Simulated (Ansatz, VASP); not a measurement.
**Two plane-wave programs on Ti**

The input INCAR:

```
SYSTEM = Ti
ALGO = Normal
EDIFF = 1E-7
ENCUT = 520
GGA = CA
ISIF = 2
ISMEAR = 0
LASPH = .TRUE.
LCHARG = .FALSE.
LREAL = .FALSE.
LWAVE = .FALSE.
NBANDS = 12
NELM = 80
PREC = Accurate
SIGMA = 0.1
```

File KPOINTS:

```
k-points
0
G
  8 8 8
  0 0 0
```

POSCAR

```
Ti
1.0
   -1.5867664811      1.5867664811      1.5867664811
    1.5867664811     -1.5867664811      1.5867664811
    1.5867664811      1.5867664811     -1.5867664811
Ti
1
Direct
    0.0000000000      0.0000000000      0.0000000000
```

Input for Ansatz:

```yaml
crystal:
  lattice:
    - [-1.586766481120182, 1.586766481120183, 1.586766481120183]
    - [1.586766481120182, -1.586766481120183, 1.5867664811201811]
    - [1.586766481120182, 1.5867664811201814, -1.586766481120183]
  atoms:
    - { symbol: Ti, position: [1.1879400107250154e-34, -6.340794266897202e-34, -1.1261234837064161e-33] }
basis:
  ecutwfc: 470.0
kpoints:
  mp_grid:
    grid: [8, 8, 8]
hamiltonian:
  xc: lda
scf:
  occupations:
    method: gaussian
output:
  forces: true
  stress: true
```

Alike in both runs: task single point; functional LDA; k mesh 8 × 8 × 8; no spin polarisation.

|  | VASP | Ansatz |
| --- | --- | --- |
| version | VASP 6.6.1 | Ansatz 0.2.0 |
| potentials or method | VASP PAW LDA potentials, release 64 (Ti_sv), cutoff 520 eV | plane waves, PAW |
| occupations | gaussian, width 0.1 eV | gaussian |
| valence electrons in the cell | 12 | 12 |

VASP gave:

| Quantity | Value |
| --- | --- |
| pressure (GPa) | -0.8 |

Which values does Ansatz return?

Pressure (GPa): -0.7.

LDA's correlation is that of Perdew and Zunger in VASP and of Perdew and Wang (1992) in Ansatz.
